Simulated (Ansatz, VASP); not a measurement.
## Co2PtO4 in VASP and in Ansatz

Contents of INCAR:

```
SYSTEM = Co2PtO4
  PREC = Accurate
  ENCUT = 520
  EDIFF = 1E-6
  ISMEAR = -1
  SIGMA = 0.025
  LREAL = .False.
  LASPH = .True.
  NELM = 60
  ALGO = Normal
  ISIF = 2
  LWAVE = .False.
  LCHARG = .False.
  LDIPOL = .True.
  IDIPOL = 3
  DIPOL = 0.5 0.5 0.500
  GGA = PS
  NBANDS = 35
```

File KPOINTS:

```
Automatic mesh
0
Gamma
  12 12 1
  0 0 0
```

File POSCAR:

```
Co2PtO4
1.0
    2.8101831225      0.0000000000      0.0000000000
   -1.4050915613      2.4336899734      0.0000000000
    0.0000000000      0.0000000000     22.8253249521
O Co Pt
4 2 1
Direct
    0.0000000000      0.0000000000      0.3285823977
    0.6666666667      0.3333333333      0.4129821504
    0.6666666667      0.3333333333      0.5870178496
    0.3333333333      0.6666666667      0.6714176023
    0.3333333333      0.6666666667      0.3707822740
    0.0000000000      0.0000000000      0.6292177260
    0.6666666667      0.3333333333      0.5000000000
```

Input for Ansatz:

```yaml
crystal:
  lattice:
    - [2.8101831225, 0.0, 0.0]
    - [-1.4050915613, 2.4336899734, 0.0]
    - [0.0, 0.0, 22.8253249521]
  atoms:
    - { symbol: O, position: [0.0, 0.0, 0.3285823977] }
    - { symbol: Co, position: [0.3333333333, 0.6666666667, 0.370782274] }
    - { symbol: O, position: [0.6666666667, 0.3333333333, 0.4129821504] }
    - { symbol: Pt, position: [0.6666666667, 0.3333333333, 0.5] }
    - { symbol: O, position: [0.6666666667, 0.3333333333, 0.5870178496] }
    - { symbol: Co, position: [0.0, 0.0, 0.629217726] }
    - { symbol: O, position: [0.3333333333, 0.6666666667, 0.6714176023] }
basis:
  ecutwfc: 420
kpoints:
  mp_grid: { grid: [12, 12, 1] }
hamiltonian:
  xc: pbesol
scf:
  occupations: { method: fermi_dirac, width: 0.025 }
output:
  forces: true
  stress: true
  eigenvalues: true
efield:
  axis: 3
  dipole_correction: true
  ramp_width: 0.04
```

Alike in both runs: task single point; functional PBEsol; k mesh 12 × 12 × 1; occupations fermi-dirac, width 0.025 eV; no spin polarisation.

|  | VASP | Ansatz |
| --- | --- | --- |
| version | VASP 6.6.1 | Ansatz 0.2.0 |
| potentials or method | VASP PAW PBE potentials, release 64 (O, Co, Pt), cutoff 520 eV | scalar-relativistic, plane waves, PAW |
| valence electrons in the cell | 52 | 76 |

```tsv
	VASP	Ansatz	Ansatz less VASP
gap on the k mesh at the Fermi level (eV)	none	none	-
rms of the force components (eV/Å)	0.643	0.654	+0.0112
```

VASP's potentials were made for PBE, not for PBEsol. A gap of «none» marks a metal or a gap that the smearing closes. VASP's potentials hold 52 valence electrons a cell and Ansatz's 76, so a difference there can come from the potentials and not from the codes.

Spin-orbit coupling is off throughout.
